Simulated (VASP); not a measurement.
The system is Mg8S9 (a cell with a defect).

```
CELL_PARAMETERS angstrom
0.00000 5.65153 5.65153
5.65153 0.00000 5.65153
5.65153 5.65153 0.00000
ATOMIC_POSITIONS crystal
Mg 0.01564 0.98938 0.00735
Mg 0.51328 0.50772 0.49164
Mg 0.00028 0.99284 0.50935
Mg 0.50066 0.51780 0.99151
Mg 0.99236 0.51195 0.00517
Mg 0.50052 0.00174 0.50817
Mg 0.49702 0.98982 0.00287
Mg 0.99724 0.50133 0.50374
S 0.14548 0.13983 0.10261
S 0.62529 0.63324 0.47028
S 0.11790 0.13283 0.63016
S 0.61945 0.62346 0.11585
S 0.13103 0.64082 0.12460
S 0.62861 0.11097 0.62321
S 0.62153 0.13190 0.11131
S 0.11893 0.63386 0.61811
S 0.62237 0.64847 0.75330
```

Base run:

* Program: VASP 6.6.1
* Functional: PBEsol
* Potentials or basis: VASP PAW PBE potentials, release 64 (Mg, S)
* Cutoff: 520 eV
* k mesh: 2 × 2 × 2, shifted
* Occupations: fermi-dirac, width 0.05 eV
* Spin: no spin polarisation

Its results: band gap on the k mesh 0.77 eV; pressure 14.7 GPa; largest force 36.158 eV/Å.

Question: The run is repeated on the same cell with these changes: further incar settings from LREAL = Auto; ALGO = Normal; EDIFF = 1e-06; NBANDS = 49 to LREAL = Auto; ALGO = Normal; EDIFF = 1e-07; NBANDS = 49; dispersion from none to D3(BJ). What comes out?

Answer: Band gap on the k mesh 0.77 eV; pressure 12.8 GPa; largest force 36.160 eV/Å.

Caveats: atoms lie so close that the PAW spheres overlap strongly, which falsifies energies and pressures; the PAW data sets were made with another functional, which shifts forces and pressure a little; three body term missing (at least some runs).

A k mesh can miss the band edges.
